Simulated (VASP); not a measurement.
# InAs (F-43m) in VASP: a series of runs

InAs is run at these levels: r2SCAN; tasks: single point.

Program: VASP 6.6.1. These are calculated values, not measurements. Logs are shortened: lines on timing, memory, paths and dates and some standing lists are left out, and cuts for length are marked.

### Step 1. The cell of the first run

Symmetry: F-43m, No. 216, cubic system. The conventional cell has a = 6.292 Å, b = 6.292 Å, c = 6.292 Å, α = 90.00°, β = 90.00°, γ = 90.00°. In (site symmetry -43m) has 4 As at 2.72 Å within 3.6 Å. Within 3.6 Å of As (site symmetry -43m) lie 4 In at 2.72 Å.

### Step 2. Single point, r2SCAN, non-collinear spin, zero start, spin-orbit coupling (strain +3.0%)

POSCAR

```
InAs
1.0
    0.0000000000      3.1462281872      3.1462281872
    3.1462281872      0.0000000000      3.1462281872
    3.1462281872      3.1462281872      0.0000000000
In As
1 1
Direct
    0.0000000000      0.0000000000      0.0000000000
    0.2500000000      0.2500000000      0.2500000000
```

INCAR.step1

```
PREC = Accurate ; ENCUT = 520
ISMEAR = -1 ; SIGMA = 0.02
LREAL = False ; LASPH = True
NELM = 150 ; LNONCOLLINEAR = True
MAGMOM = 0 0 0 0 0 0 ; LSORBIT = True
GGA_COMPAT = False ; NBANDS = 30
GGA = PE ; ALGO = Normal
EDIFF = 1E-4 ; LWAVE = True
LCHARG = False
```

INCAR.step2

```
PREC = Accurate ; ENCUT = 520
EDIFF = 1E-6 ; ISMEAR = -1
SIGMA = 0.02 ; LREAL = False
LASPH = True ; NELM = 150
ALGO = Normal ; ISIF = 2
LWAVE = False ; LCHARG = True
LNONCOLLINEAR = True ; MAGMOM = 0 0 0 0 0 0
LORBIT = 11 ; LSORBIT = True
GGA_COMPAT = False ; LORBMOM = True
METAGGA = R2SCAN ; LMIXTAU = True
LVHAR = True ; NBANDS = 30
ISTART = 1
```

KPOINTS

```
regular mesh
0
Gamma
  8 8 8
```

Potentials or basis: VASP PAW PBE potentials, release 64 (In_d, As).

Run with:

```sh
$ cat potpaw_PBE.64/In_d/POTCAR potpaw_PBE.64/As/POTCAR > POTCAR
$ cp INCAR.step1 INCAR
$ mpirun -np 1 vasp_ncl > vasp.out
$ cp INCAR.step2 INCAR
$ mpirun -np 1 vasp_ncl > vasp.out
```

OUTCAR:

```text
PREC = Accurate
   ENCUT = 520
   EDIFF = 1E-6
   ISMEAR = -1
   LREAL = False
   LASPH = True
   NELM = 150
   ISIF = 2
   LNONCOLLINEAR = True
   LORBIT = 11
   LSORBIT = True
   METAGGA = R2SCAN
   ISTART = 1

 ion  position               nearest neighbor table
   1  0.000  0.000  0.000-   2 2.72   2 2.72   2 2.72   2 2.72
   2  0.250  0.250  0.250-   1 2.72   1 2.72   1 2.72   1 2.72

  LATTYP: Found a face centered cubic cell.
 ALAT       =     6.2924563744

  Lattice vectors:

 A1 = (   0.0000000000,   3.1462281872,   3.1462281872)
 A2 = (   3.1462281872,   0.0000000000,   3.1462281872)
 A3 = (   3.1462281872,   3.1462281872,   0.0000000000)

Analysis of symmetry for initial positions (statically):
=====================================================================
 Subroutine PRICEL returns:
 Original cell was already a primitive cell.

 Routine SETGRP: Setting up the symmetry group for a
 face centered cubic supercell.

 Subroutine GETGRP returns: Found 24 space group operations
 (whereof 24 operations were pure point group operations)
 out of a pool of 48 trial point group operations.

The static configuration has the point symmetry T_d .

Analysis of symmetry for dynamics (positions and initial velocities):
=====================================================================
 Subroutine PRICEL returns:
 Original cell was already a primitive cell.

 Routine SETGRP: Setting up the symmetry group for a
 face centered cubic supercell.

 Subroutine GETGRP returns: Found 24 space group operations
 (whereof 24 operations were pure point group operations)
 out of a pool of 48 trial point group operations.

The dynamic configuration has the point symmetry T_d .

Analysis of structural, dynamic, and magnetic symmetry:
=====================================================================
 Subroutine PRICEL returns:
 Original cell was already a primitive cell.

 Routine SETGRP: Setting up the symmetry group for a
 face centered cubic supercell.

 Subroutine GETGRP returns: Found 24 space group operations
 (whereof 24 operations were pure point group operations)
 out of a pool of 48 trial point group operations.

The overall configuration has the point symmetry T_d .

 Subroutine INISYM returns: Found 24 space group operations
 (whereof 24 operations are pure point group operations),
 and found     1 'primitive' translations

----------------------------------------------------------------------------------------

                                     Primitive cell

  volume of cell :      62.2875

  direct lattice vectors                    reciprocal lattice vectors
     0.000000000  3.146228187  3.146228187    -0.158920450  0.158920450  0.158920450
     3.146228187  0.000000000  3.146228187     0.158920450 -0.158920450  0.158920450
     3.146228187  3.146228187  0.000000000     0.158920450  0.158920450 -0.158920450

  length of vectors
     4.449438573  4.449438573  4.449438573     0.275258294  0.275258294  0.275258294

  position of ions in fractional coordinates (direct lattice)
     0.000000000  0.000000000  0.000000000
     0.250000000  0.250000000  0.250000000

  ion indices of the primitive-cell ions
   primitive index   ion index
                 1           1
                 2           2

----------------------------------------------------------------------------------------

 KPOINTS: regular mesh

Automatic generation of k-mesh.
 Grid dimensions read from file:
 generate k-points for:    8    8    8

 Generating k-lattice:

  Cartesian coordinates                     Fractional coordinates (reciprocal lattice)
    -0.019865056  0.019865056  0.019865056     0.125000000  0.000000000  0.000000000
     0.019865056 -0.019865056  0.019865056     0.000000000  0.125000000  0.000000000
     0.019865056  0.019865056 -0.019865056     0.000000000  0.000000000  0.125000000

  Length of vectors
     0.034407287  0.034407287  0.034407287

  Shift w.r.t. Gamma in fractional coordinates (k-lattice)
     0.000000000  0.000000000  0.000000000

 Subroutine IBZKPT returns following result:
 ===========================================

 Found     43 irreducible k-points:

 Following reciprocal coordinates:
            Coordinates               Weight
  0.000000  0.000000  0.000000      1.000000
  0.125000  0.000000  0.000000      4.000000
 -0.125000  0.000000  0.000000      4.000000
  0.250000  0.000000  0.000000      4.000000
 -0.250000  0.000000  0.000000      4.000000
  0.375000  0.000000  0.000000      4.000000
[... 16 lines left out ...]
 -0.375000 -0.250000  0.000000     12.000000
  0.500000  0.250000  0.000000     12.000000
 [... further k-points ...]
[... 27 lines left out ...]
   TEBEG  =    0.0;   TEEND  =   0.0 temperature during run
   PSTRESS=    0.0 pullay stress
   NELECT =      18.0000    total number of electrons
   NUPDOWN=      -1.0000    fix difference up-down
   EMIN   =  10.00;   EMAX   =-10.00  energy-range for DOS
   EFERMI =   0.00;   METHOD = LEGACY
   ISMEAR =    -1;   SIGMA  =   0.02  broadening in eV -4-tet -1-fermi 0-gaus
   EFERMI_NEDOS =   21; number of points for ismear=-14 and -15
   IALGO  =     38    algorithm
   IMIX   =      4    mixing-type and parameters
     AMIX     =   0.40;   BMIX     =  1.00
     AMIX_MAG =   1.60;   BMIX_MAG =  1.00
  volume/ion in A,a.u.               =      31.14       210.17
  Fermi-wavevector in a.u.,A,eV,Ry     =   1.082344  2.045334 15.938807  1.171469
  Thomas-Fermi vector in A             =   2.218383
   LORBIT       =     11    0 simple, 1 ext, 2 COOP (PROOUT), +10 PAW based schemes
   METAGGA = R2SCAN    functional components
   LHFCALC =     F    Hartree Fock is set to
   AEXX    =    0.0000 exact exchange contribution
   IVDW    =     0    specifies the selected vdW correction
   LEPSILON=     F    determine dielectric tensor
   LRPA    =     F    only Hartree local field effects (RPA)
  energy-cutoff  :      520.00
  volume of cell :       62.29
 maximum number of plane-waves:      3400
 NGX is ok and might be reduce to    36
   NGX = 17   NGY = 17   NGZ = 17

 number of electron      18.0000001 magnetization      -0.0000000      0.0000000      0.0000000

 Free energy of the ion-electron system (eV)
  ---------------------------------------------------
  ext. energy  EPLUGINS =         0.00000000
  ---------------------------------------------------
  free energy    TOTEN  =       -38.03191572 eV

  energy without entropy =      -38.03180540  energy(sigma->0) =      -38.03186056

 E-fermi :   3.2464     XC(G=0):  -9.1179

 val. band max:        3.2462581403   @ k =   0.0000   0.0000   0.0000
 cond. band min:       4.1553554887   @ k =  -0.1250   0.0000   0.0000
 fundamental gap:      0.9090973483
 Fermi energy:         3.2463739948

 k-point     1 :       0.0000    0.0000    0.0000
  band No.  band energies     occupation
      1     -11.9983      1.00000
      2     -11.9983      1.00000
      3     -11.9983      1.00000
      4     -11.9983      1.00000
      5     -11.1861      1.00000
      6     -11.1861      1.00000
[... 781 lines left out ...]
     29      14.2682      0.00000
     30      14.3010      0.00000

 [... further k-points ...]

------------------------ aborting loop because EDIFF is reached ----------------------------------------

  FORCE on cell =-STRESS in cart. coord.  units (eV):
  Direction    XX          YY          ZZ          XY          YZ          ZX
  --------------------------------------------------------------------------------------
  -------------------------------------------------------------------------------------
  Total       -1.6176157     -1.6176157     -1.6176157      0.0000000      0.0000000     -0.0000000
  in kB      -41.6088096    -41.6088096    -41.6088096      0.0000000      0.0000000     -0.0000000
  external PRESSURE =     -41.6088096 kB  Pullay stress =       0.0000000 kB

 VOLUME and BASIS-vectors are now :
 -----------------------------------------------------------------------------
  energy-cutoff  :      520.00
  volume of cell :       62.29
      direct lattice vectors                 reciprocal lattice vectors
     0.000000000  3.146228187  3.146228187    -0.158920450  0.158920450  0.158920450
     3.146228187  0.000000000  3.146228187     0.158920450 -0.158920450  0.158920450
     3.146228187  3.146228187  0.000000000     0.158920450  0.158920450 -0.158920450

 POSITION                                       TOTAL-FORCE (eV/Angst)
 -----------------------------------------------------------------------------------
      0.00000      0.00000      0.00000        -0.000000     -0.000000     -0.000000
      1.57311      1.57311      1.57311         0.000000      0.000000      0.000000
 -----------------------------------------------------------------------------------
    total drift:                                0.000000      0.000000      0.000000

  FREE ENERGIE OF THE ION-ELECTRON SYSTEM (eV)
  ---------------------------------------------------
  free  energy   TOTEN  =       -38.0319157232 eV

  energy  without entropy=      -38.0318053998  energy(sigma->0) =      -38.03186056

 orbital moment (x)

 # of ion     p       d       tot
 ----------------------------------------
  1        -0.000  -0.000  -0.000
  2         0.000   0.000   0.000
 ----------------------------------------
           -0.000  -0.000  -0.000

 orbital moment (y)

 # of ion     p       d       tot
 ----------------------------------------
  1         0.000   0.000   0.000
  2         0.000  -0.000  -0.000
 ----------------------------------------
            0.000   0.000   0.000

 orbital moment (z)

 # of ion     p       d       tot
 ----------------------------------------
  1         0.000  -0.000  -0.000
  2         0.000   0.000   0.000
 ----------------------------------------
            0.000  -0.000  -0.000

 Spin-Orbit-Coupling matrix elements

 Ion:    1  E_soc:     -0.0658552
 l=   1
     0.0000000    -0.0047996    -0.0047996
    -0.0047996     0.0000000    -0.0047996
    -0.0047996    -0.0047996     0.0000000
 l=   2
     0.0000000    -0.0012417     0.0000000    -0.0012417    -0.0049346
    -0.0012417     0.0000000    -0.0037009    -0.0012417    -0.0012336
     0.0000000    -0.0037009     0.0000000    -0.0037009     0.0000000
    -0.0012417    -0.0012417    -0.0037009     0.0000000    -0.0012336
    -0.0049346    -0.0012336     0.0000000    -0.0012336     0.0000000
 l=   3
     0.0000000     0.0000000     0.0000000     0.0000000     0.0000000     0.0000000     0.0000000
     0.0000000     0.0000000     0.0000000     0.0000000     0.0000000     0.0000000     0.0000000
     0.0000000     0.0000000     0.0000000     0.0000000     0.0000000     0.0000000     0.0000000
     0.0000000     0.0000000     0.0000000     0.0000000     0.0000000     0.0000000     0.0000000
     0.0000000     0.0000000     0.0000000     0.0000000     0.0000000     0.0000000     0.0000000
     0.0000000     0.0000000     0.0000000     0.0000000     0.0000000     0.0000000     0.0000000
     0.0000000     0.0000000     0.0000000     0.0000000     0.0000000     0.0000000     0.0000000

 Ion:    2  E_soc:     -0.0258389
 l=   1
     0.0000000    -0.0043045    -0.0043045
    -0.0043045     0.0000000    -0.0043045
    -0.0043045    -0.0043045     0.0000000
 l=   2
     0.0000000    -0.0000012     0.0000000    -0.0000012    -0.0000008
    -0.0000012     0.0000000    -0.0000006    -0.0000012    -0.0000002
     0.0000000    -0.0000006     0.0000000    -0.0000006     0.0000000
    -0.0000012    -0.0000012    -0.0000006     0.0000000    -0.0000002
    -0.0000008    -0.0000002     0.0000000    -0.0000002     0.0000000
 l=   3
     0.0000000     0.0000000     0.0000000     0.0000000     0.0000000     0.0000000     0.0000000
     0.0000000     0.0000000     0.0000000     0.0000000     0.0000000     0.0000000     0.0000000
     0.0000000     0.0000000     0.0000000     0.0000000     0.0000000     0.0000000     0.0000000
     0.0000000     0.0000000     0.0000000     0.0000000     0.0000000     0.0000000     0.0000000
     0.0000000     0.0000000     0.0000000     0.0000000     0.0000000     0.0000000     0.0000000
     0.0000000     0.0000000     0.0000000     0.0000000     0.0000000     0.0000000     0.0000000
     0.0000000     0.0000000     0.0000000     0.0000000     0.0000000     0.0000000     0.0000000

 total charge

# of ion       s       p       d       tot
------------------------------------------
    1        0.837   0.654   9.877  11.368
    2        1.223   1.536   0.017   2.776
--------------------------------------------------
tot          2.060   2.190   9.894  14.144

 magnetization (x)

# of ion       s       p       d       tot
------------------------------------------
    1       -0.000  -0.000   0.000  -0.000
    2       -0.000  -0.000  -0.000  -0.000
--------------------------------------------------
tot         -0.000  -0.000   0.000  -0.000

 magnetization (y)

# of ion       s       p       d       tot
------------------------------------------
    1        0.000   0.000  -0.000   0.000
    2        0.000   0.000   0.000   0.000
--------------------------------------------------
tot          0.000   0.000  -0.000   0.000

 magnetization (z)

# of ion       s       p       d       tot
------------------------------------------
    1        0.000  -0.000  -0.000  -0.000
    2       -0.000   0.000   0.000   0.000
--------------------------------------------------
tot          0.000  -0.000  -0.000  -0.000
```

Wall time 7.9 min (1 thread of Intel Xeon 6975P-C (Granite Rapids), shared host); peak memory 0.52 GiB.

What came out:

```
Free energy                                           : -38.0319 eV
Pressure                                              : -4.2 GPa
Net moment                                            : 0.00 μB per cell
Valence electrons inside the program's atomic spheres : In 11.37; As 2.78
```

Moments on the atoms (μB; x, y, z):
```
In  0.00 0.00 0.00
As  0.00 0.00 0.00
```

Caveat: the cell differs from its parent crystal (strain +3.0%); the cell stands under tension; the PAW data sets were made with another functional, which shifts forces and pressure a little.

(Continued in part 2 of 2.)
